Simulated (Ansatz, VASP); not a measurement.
# SiRh3: VASP beside Ansatz

The input INCAR:

```
PREC = Accurate
ENCUT = 520
EDIFF = 1E-6
ISMEAR = -1
SIGMA = 0.05
LREAL = False
LASPH = True
NELM = 60
ALGO = Normal
ISIF = 2
LWAVE = False
LCHARG = False
GGA = PE
NBANDS = 32
```

Contents of KPOINTS:

```
regular mesh
0
Gamma
  8 8 8
```

File POSCAR:

```
SiRh3
1.0
   -1.8562252800      1.8562252800      3.6693440000
    1.8562252800     -1.8562252800      3.6693440000
    1.8562252800      1.8562252800     -3.6693440000
Rh Si
3 1
Direct
    0.5000000000      0.5000000000      0.0000000000
    0.2500000000      0.7500000000      0.5000000000
    0.7500000000      0.2500000000      0.5000000000
    0.0000000000      0.0000000000      0.0000000000
```

File input.yaml:

```yaml
crystal:
  lattice:
    - [-1.85622528, 1.85622528, 3.669344]
    - [1.85622528, -1.85622528, 3.669344]
    - [1.85622528, 1.85622528, -3.669344]
  atoms:
    - { symbol: Rh, position: [0.5, 0.5, 0.0] }
    - { symbol: Rh, position: [0.25, 0.75, 0.5] }
    - { symbol: Rh, position: [0.75, 0.25, 0.5] }
    - { symbol: Si, position: [0.0, 0.0, 0.0] }
hamiltonian:
  xc: pbe
  pseudopotentials: { kind: paw }
kpoints:
  mp_grid: { grid: [8, 8, 8] }
  band_path:
    path:
      - [[0.0, 0.0, 0.0], [0.0, 0.0, 0.5], [-0.1279541904, 0.1279541904, 0.5], [-0.3139770952, 0.3139770952, 0.3139770952], [0.0, 0.0, 0.0], [0.5, 0.5, -0.5], [0.3139770952, 0.6860229048, -0.3139770952], [0.0, 0.5, 0.0], [0.25, 0.25, 0.25], [0.5, 0.5, -0.1279541904], [0.5, 0.5, -0.5]]
      - [[0.0, 0.0, 0.5], [0.25, 0.25, 0.25]]
    npoints: 14
scf:
  occupations: { method: fermi_dirac, width: 0.05 }
  n_extra_bands: 10
output:
  forces: true
  stress: true
  eigenvalues: true
  fatbands: true
```

Alike in both runs: functional PBE; k mesh 8 × 8 × 8; occupations fermi-dirac, width 0.05 eV; no spin polarisation.

|  | VASP | Ansatz |
| --- | --- | --- |
| version | VASP 6.6.1 | Ansatz 0.2.0 |
| potentials or method | VASP PAW PBE potentials, release 64 (Rh_pv, Si) | Ansatz PAW |
| plane-wave cutoff (eV) | 520 | 420 |
| valence electrons in the cell | 49 | 55 |
| task | single point | band structure |

Ansatz gave:

| Property | Result |
| --- | --- |
| gap on the k mesh at the Fermi level (eV) | none |
| pressure (GPa) | 21.0 |
| traceless stress, the component that is largest in VASP (GPa) | -4.87 |

Q: Which values does VASP return?

A: gap on the k mesh at the Fermi level (eV): none; pressure (GPa): 21.0; traceless stress, the component that is largest in VASP (GPa): -4.85.

A gap of «none» marks a metal or a gap that the smearing closes. VASP's potentials hold 49 valence electrons a cell and Ansatz's 55, so a difference there can come from the potentials and not from the codes.
